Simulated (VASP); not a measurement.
# Cs2Br (P-3m1) in VASP: settings compared

The runs below take Cs2Br through single point, with PBE+D3(BJ), PBEsol.

Everything below comes from runs of VASP 6.6.1. Logs are shortened: lines on timing, memory, paths and dates and some standing lists are left out, and cuts for length are marked.

## (1) The cell of the first run

It takes space group P-3m1 (No. 164, trigonal). The conventional cell has a = 5.121 Å, b = 5.121 Å, c = 9.011 Å, α = 90.00°, β = 90.00°, γ = 120.00°. Cs (site symmetry 3m) has 3 Br at 3.67 Å within 4.8 Å. Within 4.8 Å of Br (site symmetry -3m) lie 6 Cs at 3.67 Å.

## (2) Single point, PBE+D3(BJ)

INCAR reads:

```
SYSTEM = Cs2Br
  PREC = Accurate
  ENCUT = 520
  EDIFF = 1E-7
  ISMEAR = 0
  SIGMA = 0.1
  LREAL = .FALSE.
  LASPH = .TRUE.
  NELM = 80
  ALGO = Normal
  ISIF = 2
  LWAVE = .FALSE.
  LCHARG = .FALSE.
  GGA = PE
  IVDW = 12
  NBANDS = 20
```

KPOINTS reads:

```
Automatic mesh
0
G
  6 6 2
  0 0 0
```

POSCAR reads:

```
Cs2Br
1.0
    5.1213602000      0.0000000000      0.0000000000
   -2.5606801000      4.4352280000      0.0000000000
    0.0000000000      0.0000000000      9.0110882000
Cs Br
2 1
Direct
    0.6666667000      0.3333333000      0.2413050000
    0.3333333000      0.6666667000      0.7586950000
    0.0000000000      0.0000000000      0.0000000000
```

Potentials or basis: VASP PAW PBE potentials, release 64 (Cs_sv, Br).

On the command line:

```bash
$ cat potpaw_PBE.64/Cs_sv/POTCAR potpaw_PBE.64/Br/POTCAR > POTCAR
$ mpirun -np 1 vasp_std > vasp.out
```

OUTCAR:

```text
SYSTEM = Cs2Br
   PREC = Accurate
   ENCUT = 520
   EDIFF = 1E-7
   ISMEAR = 0
   LREAL = .FALSE.
   LASPH = .TRUE.
   NELM = 80
   ISIF = 2
   GGA = PE
   IVDW = 12
 IVDW          = 12

 ion  position               nearest neighbor table
   1  0.667  0.333  0.241-
   2  0.333  0.667  0.759-
   3  0.000  0.000  0.000-

  LATTYP: Found a hexagonal cell.
 ALAT       =     5.1213602000
 C/A-ratio  =     1.7595107253

  Lattice vectors:

 A1 = (   5.1213602000,   0.0000000000,   0.0000000000)
 A2 = (  -2.5606801000,   4.4352280000,   0.0000000000)
 A3 = (   0.0000000000,   0.0000000000,   9.0110882000)

Analysis of symmetry for initial positions (statically):
=====================================================================
 Subroutine PRICEL returns:
 Original cell was already a primitive cell.

 Routine SETGRP: Setting up the symmetry group for a
 hexagonal supercell.

 Subroutine GETGRP returns: Found 12 space group operations
 (whereof 12 operations were pure point group operations)
 out of a pool of 24 trial point group operations.

The static configuration has the point symmetry D_3d.

Analysis of symmetry for dynamics (positions and initial velocities):
=====================================================================
 Subroutine PRICEL returns:
 Original cell was already a primitive cell.

 Routine SETGRP: Setting up the symmetry group for a
 hexagonal supercell.

 Subroutine GETGRP returns: Found 12 space group operations
 (whereof 12 operations were pure point group operations)
 out of a pool of 24 trial point group operations.

The dynamic configuration has the point symmetry D_3d.

 Subroutine INISYM returns: Found 12 space group operations
 (whereof 12 operations are pure point group operations),
 and found     1 'primitive' translations

----------------------------------------------------------------------------------------

                                     Primitive cell

  volume of cell :     204.6815

  direct lattice vectors                    reciprocal lattice vectors
     5.121360200  0.000000000  0.000000000     0.195260626  0.112733776  0.000000000
    -2.560680100  4.435228000  0.000000000     0.000000000  0.225467552  0.000000000
     0.000000000  0.000000000  9.011088200     0.000000000  0.000000000  0.110974388

  length of vectors
     5.121360200  5.121360170  9.011088200     0.225467551  0.225467552  0.110974388

  position of ions in fractional coordinates (direct lattice)
     0.666666700  0.333333300  0.241305000
     0.333333300  0.666666700  0.758695000
     0.000000000  0.000000000  0.000000000

  ion indices of the primitive-cell ions
   primitive index   ion index
                 1           1
                 2           2
                 3           3

----------------------------------------------------------------------------------------

 KPOINTS: Automatic mesh

Automatic generation of k-mesh.
 Grid dimensions read from file:
 generate k-points for:    6    6    2

 Generating k-lattice:

  Cartesian coordinates                     Fractional coordinates (reciprocal lattice)
     0.032543438  0.018788963  0.000000000     0.166666667  0.000000000  0.000000000
     0.000000000  0.037577925  0.000000000     0.000000000  0.166666667  0.000000000
     0.000000000  0.000000000  0.055487194     0.000000000  0.000000000  0.500000000

  Length of vectors
     0.037577925  0.037577925  0.055487194

  Shift w.r.t. Gamma in fractional coordinates (k-lattice)
     0.000000000  0.000000000  0.000000000

 Subroutine IBZKPT returns following result:
 ===========================================

 Found     14 irreducible k-points:

 Following reciprocal coordinates:
            Coordinates               Weight
  0.000000  0.000000  0.000000      1.000000
  0.166667 -0.000000  0.000000      6.000000
  0.333333  0.000000  0.000000      6.000000
  0.500000 -0.000000  0.000000      3.000000
  0.166667  0.166667  0.000000      6.000000
  0.333333  0.166667  0.000000     12.000000
  0.333333  0.333333  0.000000      2.000000
  0.000000  0.000000  0.500000      1.000000
  0.166667 -0.000000  0.500000      6.000000
  0.333333  0.000000  0.500000      6.000000
  0.500000 -0.000000  0.500000      3.000000
  0.166667  0.166667  0.500000      6.000000
  0.333333  0.166667  0.500000     12.000000
  0.333333  0.333333  0.500000      2.000000
   k-points           NKPTS =     14   k-points in BZ     NKDIM =     14   number of bands    NBANDS=     20
   number of dos      NEDOS =    301   number of ions     NIONS =      3
   total plane-waves  NPLWV = 112000
   dimension x,y,z NGX =    40 NGY =   40 NGZ =   70
   dimension x,y,z NGXF=    80 NGYF=   80 NGZF=  140
   ions per type =               2   1
   NGX,Y,Z   is equivalent  to a cutoff of  12.98, 12.98, 12.91 a.u.
   NGXF,Y,Z  is equivalent  to a cutoff of  25.97, 25.97, 25.83 a.u.
 SYSTEM =  Cs2Br
   PREC   = accura    normal or accurate (medium, high low for compatibility)
   ISTART =      0    job   : 0-new  1-cont  2-samecut
   ICHARG =      2    charge: 1-file 2-atom 10-const
   ISPIN  =      1    spin polarized calculation?
   LNONCOLLINEAR =      F non collinear calculations
   LSORBIT =      F    spin-orbit coupling
   LASPH  =      T    aspherical Exc in radial PAW
   ENCUT  =  520.0 eV  38.22 Ry    6.18 a.u.   9.52  9.52 16.75*2*pi/ulx,y,z
   NELM   =     80;   NELMIN=  2; NELMDL= -5     # of ELM steps
   EDIFF  = 0.1E-06   stopping-criterion for ELM
   LREAL  =      F    real-space projection
   EDIFFG = 0.1E-05   stopping-criterion for IOM
   NSW    =      0    number of steps for IOM
   IBRION =     -1    ionic relax: 0-MD 1-quasi-New 2-CG
   NFREE  =      0    steps in history (QN), initial steepest desc. (CG)
   ISIF   =      2    stress and relaxation
   ISYM   =      2    0-nonsym 1-usesym 2-fastsym
   POTIM  = 0.5000    time-step for ionic-motion
   TEBEG  =    0.0;   TEEND  =   0.0 temperature during run
   PSTRESS=    0.0 pullay stress
   NELECT =      25.0000    total number of electrons
   NUPDOWN=      -1.0000    fix difference up-down
   EMIN   =  10.00;   EMAX   =-10.00  energy-range for DOS
   EFERMI =   0.00;   METHOD = LEGACY
   ISMEAR =     0;   SIGMA  =   0.10  broadening in eV -4-tet -1-fermi 0-gaus
   EFERMI_NEDOS =   21; number of points for ismear=-14 and -15
   IALGO  =     38    algorithm
   IMIX   =      4    mixing-type and parameters
     AMIX     =   0.40;   BMIX     =  1.00
     AMIX_MAG =   1.60;   BMIX_MAG =  1.00
  volume/ion in A,a.u.               =      68.23       460.42
  Fermi-wavevector in a.u.,A,eV,Ry     =   0.812260  1.534950  8.976676  0.659767
  Thomas-Fermi vector in A             =   1.921771
   LORBIT       =      0    0 simple, 1 ext, 2 COOP (PROOUT), +10 PAW based schemes
   GGA     = PE    functional components
   LHFCALC =     F    Hartree Fock is set to
   AEXX    =    0.0000 exact exchange contribution
   IVDW    =    12    specifies the selected vdW correction
   LEPSILON=     F    determine dielectric tensor
   LRPA    =     F    only Hartree local field effects (RPA)
 non-spin polarized calculation
 Gauss-broadening in eV      SIGMA  =   0.10
  energy-cutoff  :      520.00
  volume of cell :      204.68
 maximum number of plane-waves:      5565
 NGX is ok and might be reduce to    40
   NGX = 19   NGY = 19   NGZ = 33

 number of electron      25.0000000 magnetization

 Free energy of the ion-electron system (eV)
  ---------------------------------------------------
  ext. energy  EPLUGINS =         0.00000000
  ---------------------------------------------------
  free energy    TOTEN  =        -6.81555884 eV

  energy without entropy =       -6.80865806  energy(sigma->0) =       -6.81210845

 E-fermi :   1.5849     XC(G=0):  -6.2792

 val. band max:        1.5497751569   @ k =   0.3333   0.0000   0.5000
 cond. band min:       1.6043669516   @ k =   0.0000   0.0000   0.5000
 fundamental gap:      0.0545917947
 Fermi energy:         1.5848882704

 k-point     1 :       0.0000    0.0000    0.0000
  band No.  band energies     occupation
      1     -22.1421      2.00000
      2     -22.1315      2.00000
      3     -14.6418      2.00000
      4      -8.9575      2.00000
      5      -8.8977      2.00000
      6      -8.8977      2.00000
[... 12 lines left out ...]
     19       4.6659      0.00000
     20       4.6682      0.00000

 k-point     2 :       0.1667   -0.0000    0.0000
  band No.  band energies     occupation
      1     -22.1385      2.00000
      2     -22.1294      2.00000
      3     -14.6399      2.00000
      4      -8.9870      2.00000
      5      -8.9503      2.00000
      6      -8.9209      2.00000
[... 12 lines left out ...]
     19       4.4755      0.00000
     20       4.5053      0.00000

 k-point     3 :       0.3333    0.0000    0.0000
  band No.  band energies     occupation
      1     -22.1310      2.00000
      2     -22.1254      2.00000
      3     -14.6360      2.00000
      4      -9.0639      2.00000
      5      -9.0133      2.00000
      6      -8.9568      2.00000
[... 12 lines left out ...]
     19       4.7605      0.00000
     20       5.0611      0.00000

 k-point     4 :       0.5000   -0.0000    0.0000
  band No.  band energies     occupation
      1     -22.1267      2.00000
      2     -22.1240      2.00000
      3     -14.6341      2.00000
      4      -9.1089      2.00000
      5      -9.0314      2.00000
      6      -8.9769      2.00000
[... 199 lines left out ...]
 k-point    13 :       0.3333    0.1667    0.5000
  band No.  band energies     occupation
      1     -22.1260      2.00000
      2     -22.1247      2.00000
      3     -14.6340      2.00000
      4      -9.1006      2.00000
      5      -9.0342      2.00000
      6      -8.9818      2.00000
[... 12 lines left out ...]
     19       5.1074      0.00000
     20       5.4808      0.00000

 k-point    14 :       0.3333    0.3333    0.5000
  band No.  band energies     occupation
      1     -22.1239      2.00000
      2     -22.1239      2.00000
      3     -14.6329      2.00000
      4      -9.0667      2.00000
      5      -9.0667      2.00000
      6      -9.0520      2.00000
[... 12 lines left out ...]
     19       4.9465      0.00000
     20       5.4746      0.00000

------------------------ aborting loop because EDIFF is reached ----------------------------------------

 Edisp (eV)   -0.40931

 E8    (eV) :    -0.2217

  FORCE on cell =-STRESS in cart. coord.  units (eV):
  Direction    XX          YY          ZZ          XY          YZ          ZX
  --------------------------------------------------------------------------------------
  -------------------------------------------------------------------------------------
  Total      -0.01108    -0.01108     0.04113     0.00000     0.00000     0.00000
  in kB      -0.08673    -0.08673     0.32199     0.00000     0.00000     0.00000
  external pressure =        0.05 kB  Pullay stress =        0.00 kB

 VOLUME and BASIS-vectors are now :
 -----------------------------------------------------------------------------
  energy-cutoff  :      520.00
  volume of cell :      204.68
      direct lattice vectors                 reciprocal lattice vectors
     5.121360200  0.000000000  0.000000000     0.195260626  0.112733776  0.000000000
    -2.560680100  4.435228000  0.000000000     0.000000000  0.225467552  0.000000000
     0.000000000  0.000000000  9.011088200     0.000000000  0.000000000  0.110974388

 POSITION                                       TOTAL-FORCE (eV/Angst)
 -----------------------------------------------------------------------------------
      2.56068      1.47841      2.17442         0.000000     -0.000000      0.004600
     -0.00000      2.95682      6.83667        -0.000000      0.000000     -0.004600
      0.00000      0.00000      0.00000         0.000000      0.000000      0.000000
 -----------------------------------------------------------------------------------
    total drift:                                0.000000      0.000000     -0.000000

  FREE ENERGIE OF THE ION-ELECTRON SYSTEM (eV)
  ---------------------------------------------------
  free  energy   TOTEN  =        -7.2248691941 eV

  energy  without entropy=       -7.2179684145  energy(sigma->0) =       -7.22141880
```

It took 32 s on 1 thread of Intel Xeon 6975P-C (Granite Rapids), shared host; peak memory 0.33 GiB.

Results:

```
Free energy                : -7.2249 eV
Pressure                   : 0.0 GPa
Largest force              : 0.005 eV/Å
Band gap on the k mesh     : zero (an odd number of electrons rules out a gap without spin polarisation)
Dispersion energy per atom : -0.136 eV
```

Forces in eV/Å, atoms in the order of the input:
```
Cs   0.000  0.000  0.005
Cs   0.000  0.000 -0.005
Br   0.000  0.000  0.000
```

Caveat: spin-orbit coupling is left out, which moves the levels of the heavy elements; an odd number of electrons without spin polarisation forces a metal; a magnetic or distorted state may lie lower.

## (3) Single point, PBE+D3(BJ)

INCAR reads:

```
SYSTEM = Cs2Br
ALGO = Normal ; EDIFF = 1E-6
ENCUT = 520 ; GGA = PE
ISIF = 2 ; ISMEAR = 0
IVDW = 12 ; LASPH = .TRUE.
LCHARG = .FALSE. ; LREAL = .FALSE.
LWAVE = .FALSE. ; NBANDS = 20
NELM = 100 ; PREC = Accurate
SIGMA = 0.1
```

KPOINTS reads:

```
k-points
0
G
  12 12 6
  0 0 0
```

POSCAR reads:

```
Cs2Br
1.0
    5.1213601797      0.0000000000      0.0000000000
   -2.5606800899      4.4352280176      0.0000000000
    0.0000000000      0.0000000000      9.0110882000
Cs Br
2 1
Direct
    0.6666666667      0.3333333333      0.2413050000
    0.3333333333      0.6666666667      0.7586950000
    0.0000000000      0.0000000000      0.0000000000
```

Potentials or basis: VASP PAW PBE potentials, release 64 (Cs_sv, Br).

On the command line:

```bash
$ cat potpaw_PBE.64/Cs_sv/POTCAR potpaw_PBE.64/Br/POTCAR > POTCAR
$ mpirun -np 1 vasp_std > vasp.out
```

It took 2.9 min on 1 thread of Intel Xeon 6975P-C (Granite Rapids), shared host; peak memory 0.58 GiB.

Results (log left out):

| Property | Result |
| --- | --- |
| Free energy | -7.2224 eV |
| Pressure | 0.0 GPa |
| Band gap on the k mesh | zero (an odd number of electrons rules out a gap without spin polarisation) |
| Dispersion energy per atom | -0.136 eV |

Levels at points of the mesh, in eV from the Fermi level:
```csv
k point,band 11,band 12,band 13,band 14,band 15,band 16
"(0.00, 0.00, 0.00)",-4.43,-4.43,-1.25,0.84,1.81,1.96
"(0.50, 0.00, 0.00)",-4.52,-4.45,0.47,0.67,0.95,2.31
"(0.00, 0.00, 0.50)",-4.43,-4.43,-0.72,-0.08,1.84,2.10
"(0.50, 0.00, 0.50)",-4.52,-4.45,0.52,0.62,1.21,1.53
```

Caveat: spin-orbit coupling is left out, which moves the levels of the heavy elements; an odd number of electrons without spin polarisation forces a metal; a magnetic or distorted state may lie lower.

## (4) Single point, PBEsol

INCAR reads:

```
SYSTEM = Cs2Br
PREC     = Accurate       ! precision mode
ENCUT    = 520            ! plane-wave cutoff, eV
EDIFF    = 1E-6           ! SCF threshold, eV
ISMEAR   = 0              ! smearing method
SIGMA    = 0.1            ! smearing width, eV
LREAL    = .False.        ! projectors in reciprocal space
LASPH    = .True.         ! aspherical terms in the spheres
NELM     = 60             ! most SCF steps
ALGO     = Normal         ! electronic algorithm
ISIF     = 2              ! what is computed and relaxed
LWAVE    = .False.        ! write WAVECAR
LCHARG   = .False.        ! write CHGCAR
GGA      = PS             ! functional
NBANDS   = 20             ! bands
```

KPOINTS reads:

```
regular mesh
0
Gamma
  12 12 6
  0 0 0
```

POSCAR is that of step 3.

On the command line:

```bash
$ cat potpaw_PBE.64/Cs_sv/POTCAR potpaw_PBE.64/Br/POTCAR > POTCAR
$ mpirun -np 1 vasp_std > vasp.out
```

It took 3.2 min on 1 thread of Intel Xeon 6975P-C (Granite Rapids), shared host; peak memory 0.57 GiB.

The run converged. Its results:

* Free energy: -7.1666 eV
* Pressure: -0.2 GPa
* Largest force: 0.098 eV/Å
* Band gap on the k mesh: zero (an odd number of electrons rules out a gap without spin polarisation)

Forces on the atoms (eV/Å):
```
Cs   0.000  0.000 -0.098
Cs   0.000  0.000  0.098
Br   0.000  0.000  0.000
```

Stress tensor (GPa, compression positive):
```
-0.17  0.00  0.00
 0.00 -0.17  0.00
 0.00  0.00 -0.27
```

Levels at points of the mesh, in eV from the Fermi level:
```tsv
k point	band 9	band 10	band 11	band 12	band 13	band 14	band 15	band 16	band 17	band 18
(0.00, 0.00, 0.00)	-10.50	-4.66	-4.39	-4.39	-1.27	0.82	1.75	1.92	2.49	2.49
(0.50, 0.00, 0.00)	-10.51	-4.67	-4.49	-4.42	0.46	0.68	0.93	2.26	2.30	3.09
(0.00, 0.00, 0.50)	-10.51	-4.68	-4.39	-4.39	-0.71	-0.14	1.78	2.07	2.32	2.32
(0.50, 0.00, 0.50)	-10.53	-4.67	-4.49	-4.42	0.51	0.64	1.17	1.52	2.53	3.02
```

Caveat: the PAW data sets were made with another functional, which shifts forces and pressure a little; spin-orbit coupling is left out, which moves the levels of the heavy elements; an odd number of electrons without spin polarisation forces a metal; a magnetic or distorted state may lie lower.

## (5) Overview

| level | k mesh | gap on the mesh (eV) | pressure (GPa) |
| --- | --- | --- | --- |
| PBE+D3(BJ) | 6 × 6 × 2 | none | 0.0 |
| PBE+D3(BJ) | 12 × 12 × 6 | none | 0.0 |
| PBEsol | 12 × 12 × 6 | none | -0.2 |

Alike in all rows: task single point; potentials or basis VASP PAW PBE potentials, release 64 (Cs_sv, Br); no spin polarisation; cell as given; cutoff (eV) 520; smearing gaussian 0.1 eV.

Caveats: spin-orbit coupling is left out, which moves the levels of the heavy elements; an odd number of electrons without spin polarisation forces a metal; a magnetic or distorted state may lie lower; the PAW data sets were made with another functional, which shifts forces and pressure a little (at least some runs).

Total energies depend on the potentials used, so only differences within one code and one set of settings carry meaning.

The gap in the log of VASP goes by the Fermi energy; the results here count the filled bands.